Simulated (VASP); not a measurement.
## Ti3Al (pbe): relaxation of cell and atoms with PBE

The system is Ti3Al (pbe).

```
Ti Al
1.0
     0.00000    3.23178    3.23178
     3.23178    0.00000    3.23178
     3.23178    3.23178    0.00000
Ti Al
3 1
Cartesian
  4.8477 4.8477 4.8477
  1.6159 1.6159 1.6159
  0.0000 0.0000 0.0000
  3.2318 3.2318 3.2318
```

```
Program                : VASP 6.6.1
Task                   : relaxation of cell and atoms
Functional             : PBE
Potentials or basis    : VASP PAW PBE potentials, release 64 (Ti_sv, Al)
Cutoff                 : 600 eV
k mesh                 : 12 × 12 × 12
Occupations            : gaussian, width 0.1 eV
Spin                   : no spin polarisation
Dipole correction      : no
Further INCAR settings : ALGO = Fast; EDIFF = 1e-06; IBRION = 2; EDIFFG = -0.002; NSW = 100; ISIF = 3
```

The relaxed volume is 16.70 Å³/atom, the relaxed cell is a = 4.555 Å, b = 4.555 Å, c = 4.555 Å, α = 60.00°, β = 60.00°, γ = 60.00° and the space group after relaxing (to 0.05 Å) is Fm-3m (No. 225). The energy gained by relaxing is 0.7 meV/atom. The ionic steps are 5 and the pressure after relaxing is 0.0 GPa.

The path:
```tsv
step	energy change (eV)	largest force (eV/Å)	pressure (GPa)	volume (Å³)
1	0.0000	0.0000	-1.17	67.51
2	-0.0014	0.0000	0.81	66.31
3	-0.0027	0.0000	-0.03	66.79
4	-0.0027	0.0000	0.05	66.77
5	-0.0027	0.0000	-0.02	66.82
```

Final structure:
```
Ti Al
1.0
     0.00000    3.22075    3.22075
     3.22075    0.00000    3.22075
     3.22075    3.22075    0.00000
Ti Al
3 1
Direct
  0.75000 0.75000 0.75000
  0.25000 0.25000 0.25000
  0.00000 0.00000 0.00000
  0.50000 0.50000 0.50000
```

Levels at points of the mesh, in eV from the Fermi level:
```
           k point  band 15  band 16  band 17  band 18  band 19  band 20  band 21  band 22  band 23
(0.00, 0.00, 0.00)    -1.70    -1.70    -1.65    -1.65     0.02     0.02     0.02     2.28     2.28
(0.50, 0.00, 0.00)    -1.87    -1.87    -0.37    -0.30    -0.30    -0.05    -0.05     0.80     1.02
(0.50, 0.50, 0.00)    -1.99    -1.94    -0.62    -0.62    -0.11    -0.09    -0.09     1.15     1.22
```

Wall time 12 min on 1 thread of Intel(R) Xeon(R) 6975P-C (Granite Rapids) (shared host), peak memory 0.34 GiB.
